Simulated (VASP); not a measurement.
## CdF2: single point with PBE

Crystal: CdF2.

```
CELL_PARAMETERS angstrom
0.00000 2.78210 2.68258
2.78210 0.00000 2.68258
2.78210 2.78210 0.00000
ATOMIC_POSITIONS crystal
Cd 0.00000 0.00000 0.00000
F 0.25000 0.25000 0.25000
F 0.75000 0.75000 0.75000
```

This cell differs from its parent crystal: biaxial xy strain +3.7%.

```
Program                : VASP 6.6.1
Task                   : single point
Functional             : PBE
Potentials or basis    : VASP PAW PBE potentials, release 64 (Cd, F)
Cutoff                 : 520 eV
k mesh                 : 8 × 8 × 8
Occupations            : fermi-dirac, width 0.02 eV
Spin                   : no spin polarisation
Dipole correction      : no
Further INCAR settings : ALGO = Normal; EDIFF = 1e-07; NBANDS = 20
```

```json
{
  "Pressure": "-0.3 GPa",
  "Band gap on the k mesh": "2.81 eV, indirect (least direct gap 3.38 eV)"
}
```

Stress tensor (GPa, compression positive):
```
-1.56  0.00  0.00
 0.00 -1.56  0.00
 0.00  0.00  2.23
```

Levels at points of the mesh, in eV from the valence-band top:
```
           k point  band 10  band 11  band 12  band 13  band 14  band 15  band 16  band 17
(0.00, 0.00, 0.00)    -0.68    -0.67    -0.57    -0.57     2.81    12.30    12.41    12.41
(0.50, 0.00, 0.00)    -1.70    -1.61    -0.48    -0.46     6.67     8.90    13.81    14.06
(0.50, 0.50, 0.00)    -2.73    -0.29    -0.15    -0.15     7.41     9.24    11.77    13.59
(0.50, 0.00, 0.50)    -2.61    -0.49    -0.17    -0.02     7.48     9.30    11.76    13.56
```

It took 44 s on 1 thread of Intel(R) Xeon(R) Platinum 8488C (Sapphire Rapids), with other jobs on the host, peak memory 0.19 GiB.

Caveat: the cell differs from its parent crystal (biaxial xy strain +3.7%). A k mesh can miss the band edges.
